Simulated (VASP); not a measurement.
Here is a VASP 6.6.1 calculation.

The input POSCAR:

```
Ag
1.0
    2.1137435260      2.1137435260      0.0000000000
   -2.1137435260      2.1137435260      0.0000000000
    0.0000000000      0.0000000000      4.0304779467
Ag
2
Direct
    0.0000000000      0.0000000000      0.0000000000
    0.5000000000      0.5000000000      0.5000000000
```

The input INCAR.step1:

```
  ALGO = Normal
  EDIFF = 1E-4
  ENCUT = 520
  GGA = PE
  ISMEAR = 0
  LASPH = True
  LCHARG = False
  LREAL = False
  LWAVE = True
  NBANDS = 18
  NELM = 80
  PREC = Accurate
  SIGMA = 0.1
```

Contents of INCAR.step2:

```
  ALGO = Normal
  EDIFF = 1E-6
  ENCUT = 520
  ISIF = 2
  ISMEAR = 0
  ISTART = 1
  LASPH = True
  LCHARG = False
  LMIXTAU = True
  LREAL = False
  LWAVE = False
  METAGGA = R2SCAN
  NBANDS = 18
  NELM = 80
  PREC = Accurate
  SIGMA = 0.1
```

Contents of KPOINTS:

```
k-points
0
Gamma
  18 18 12
```

Potentials or basis: VASP PAW PBE potentials, release 64 (Ag).

The run is started by

```console
$ cat potpaw_PBE.64/Ag/POTCAR > POTCAR
$ cp INCAR.step1 INCAR
$ mpirun -np 1 vasp_std > vasp.out
$ cp INCAR.step2 INCAR
$ mpirun -np 1 vasp_std > vasp.out
```

Task: Estimate the pressure.

Result: -3.6 GPa.

Task: What does it give for the band gap on the k mesh?

Result: Zero (bands 11 and 12 overlap by 9.64 eV).

Stress tensor (GPa, compression positive):
```
-4.11  0.00  0.00
 0.00 -4.11  0.00
 0.00  0.00 -2.63
```

Caveat: the cell differs from its parent crystal (biaxial strain in the a-b plane: +3.0 %); the cell stands under tension; the PAW data sets were made with another functional, which shifts forces and pressure a little.
